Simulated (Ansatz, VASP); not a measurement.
# One calculation of Cu, two programs

Contents of INCAR:

```
SYSTEM = Cu
PREC = Accurate ; ENCUT = 520
EDIFF = 1E-6 ; ISMEAR = 0
SIGMA = 0.15 ; LREAL = .False.
LASPH = .True. ; NELM = 60
ALGO = Fast ; ISIF = 2
LWAVE = .False. ; LCHARG = .False.
GGA = PS ; NBANDS = 12
```

KPOINTS

```
Automatic mesh
0
Gamma
  30 30 30
  0 0 0
```

The input POSCAR:

```
Cu
1.0
   -1.4450917219      1.4450917219      1.3056069244
    1.4450917219     -1.4450917219      1.3056069244
    1.4450917219      1.4450917219     -1.3056069244
Cu
1
Direct
    0.0000000000      0.0000000000      0.0000000000
```

Input for Ansatz:

```yaml
crystal:
  lattice:
    - [-1.4450917219, 1.4450917219, 1.3056069244]
    - [1.4450917219, -1.4450917219, 1.3056069244]
    - [1.4450917219, 1.4450917219, -1.3056069244]
  atoms:
    - { symbol: Cu, position: [0.0, 0.0, 0.0] }
basis:
  ecutwfc: 420
kpoints:
  mp_grid: { grid: [30, 30, 30] }
hamiltonian:
  xc: pbesol
scf:
  occupations: { method: gaussian, width: 0.15 }
output:
  forces: true
  stress: true
  eigenvalues: true
  write_density: true
  write_potential: true
  elf: true
  volumetric_format: npy
```

Change from the starting cell: strain +0.000 along x and y, -0.040 along z, atoms carried along.

Alike in both runs: task single point; functional PBEsol; k mesh 30 × 30 × 30; occupations gaussian, width 0.15 eV; no spin polarisation.

```csv
,VASP,Ansatz
version,VASP 6.6.1,Ansatz 0.2.0
potentials or method,"VASP PAW PBE potentials, release 64 (Cu), cutoff 520 eV","scalar-relativistic, plane waves, PAW"
valence electrons in the cell,11,19
```

Ansatz gave:

- gap on the k mesh at the Fermi level (eV): none
- pressure (GPa): 7.7
- traceless stress, the component that is largest in VASP (GPa): 1.15

**Question.** What did VASP give for the same quantities?

**Answer.** gap on the k mesh at the Fermi level (eV): none; pressure (GPa): 8.7; traceless stress, the component that is largest in VASP (GPa): 1.17.

VASP's potentials were made for PBE, not for PBEsol. A gap of «none» marks a metal or a gap that the smearing closes. VASP's potentials hold 11 valence electrons a cell and Ansatz's 19, so a difference there can come from the potentials and not from the codes.
